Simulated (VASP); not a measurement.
A run of VASP 6.6.1 is set up as follows.

Contents of INCAR:

```
SYSTEM = MgO
  ALGO = Normal
  EDIFF = 1E-6
  ENCUT = 520
  GGA = PE
  ISIF = 2
  ISMEAR = 0
  LASPH = .TRUE.
  LCHARG = .FALSE.
  LREAL = .FALSE.
  LWAVE = .FALSE.
  NBANDS = 16
  NELM = 80
  PREC = Accurate
  SIGMA = 0.01
```

The input KPOINTS:

```
k-points
0
G
  6 6 4
  0 0 0
```

Contents of POSCAR:

```
MgO
1.0
    2.9230552965      0.0000000000      0.0000000000
   -1.4615276483      2.5314401435      0.0000000000
    0.0000000000      0.0000000000      5.0921016501
Mg O
2 2
Direct
    0.0000000000      0.0000000000      0.0000000000
    0.0000000000      0.0000000000      0.5000000000
    0.3333333333      0.6666666667      0.2500000000
    0.6666666667      0.3333333333      0.7500000000
```

Potentials or basis: VASP PAW PBE potentials, release 64 (Mg, O).

Launch:

```bash
$ cat potpaw_PBE.64/Mg/POTCAR potpaw_PBE.64/O/POTCAR > POTCAR
$ mpirun -np 1 vasp_std > vasp.out
```

(1) What does it give for the pressure?

(2) Predict the band gap on the k mesh.

Results:

(1) 5.0 GPa.

(2) 4.45 eV.

Caveat: the cell stands under pressure.
